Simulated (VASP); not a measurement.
Input of a VASP 6.6.1 run:

Contents of INCAR:

```
PREC     = Accurate       # precision mode
ENCUT    = 600            # plane-wave cutoff, eV
EDIFF    = 1E-6           # SCF threshold, eV
ISMEAR   = 0              # smearing method
SIGMA    = 0.1            # smearing width, eV
LREAL    = F              # projectors in reciprocal space
LASPH    = T              # aspherical terms in the spheres
NELM     = 60             # most SCF steps
ALGO     = Normal         # electronic algorithm
ISIF     = 3              # what is computed and relaxed
LWAVE    = F              # write WAVECAR
LCHARG   = F              # write CHGCAR
GGA      = PE             # functional
IBRION   = 2              # ionic algorithm
NSW      = 90             # ionic steps
EDIFFG   = -0.04          # ionic threshold
```

KPOINTS

```
Automatic mesh
0
Gamma
  6 6 6
```

Contents of POSCAR:

```
SnGe2Se3
1.0
   -2.0740479300      2.0740479300      8.7994401200
    2.0740479300     -2.0740479300      8.7994401200
    2.0740479300      2.0740479300     -8.7994401200
Sn Ge Se
1 2 3
Direct
    0.5000000000      0.5000000000      0.0000000000
    0.8333333300      0.8333333300      0.0000000000
    0.1666666700      0.1666666700      0.0000000000
    0.6666666700      0.6666666700      0.0000000000
    0.0000000000      0.0000000000      0.0000000000
    0.3333333300      0.3333333300      0.0000000000
```

Potentials or basis: VASP PAW PBE potentials, release 64 (Sn_d, Ge_d, Se).

Run with:

```sh
$ cat potpaw_PBE.64/Sn_d/POTCAR potpaw_PBE.64/Ge_d/POTCAR potpaw_PBE.64/Se/POTCAR > POTCAR
$ mpirun -np 1 vasp_std > vasp.out
```

Q: Predict the relaxed volume.

A: 24.54 Å³/atom.

Q: What does it give for the relaxed cell?

A: a = 9.201 Å, b = 9.201 Å, c = 9.201 Å, α = 154.21°, β = 154.21°, γ = 36.79°.

Q: Predict the space group after relaxing (to 0.1 Å).

A: I4/mmm (No. 139).

Stress tensor (GPa, compression positive):
```
 0.14  0.00  0.00
 0.00  0.14  0.00
 0.00  0.00 -0.08
```
